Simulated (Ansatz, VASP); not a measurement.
AgI: VASP beside Ansatz

```
Ag I
1.0
     0.00000    3.22491    3.22491
     3.22491    0.00000    3.22491
     3.22491    3.22491    0.00000
Ag I
1 1
Direct
  0.00000 0.00000 0.00000
  0.75000 0.75000 0.75000
```

Alike in both runs: task single point; functional PBEsol; k mesh 8 × 8 × 8; occupations gaussian, width 0.05 eV; no spin polarisation.

|  | VASP | Ansatz |
| --- | --- | --- |
| version | VASP 6.6.1 | Ansatz 0.2.0 |
| potentials or method | VASP PAW PBE potentials, release 64 (Ag, I), cutoff 500 eV | scalar-relativistic, plane waves, PAW |
| valence electrons in the cell | 18 | 36 |

|  | VASP | Ansatz | Ansatz less VASP |
| --- | --- | --- | --- |
| gap on the k mesh at the Fermi level (eV) | 1.20 | 1.20 | -0.003 |
| least direct gap on the mesh (eV) | 1.20 | 1.20 | -0.003 |
| pressure (GPa) | 0.0 | 0.0 | +0.03 |

VASP's potentials were made for PBE, not for PBEsol. VASP's potentials hold 18 valence electrons a cell and Ansatz's 36, so a difference there can come from the potentials and not from the codes.

Neither program's run includes spin-orbit coupling.
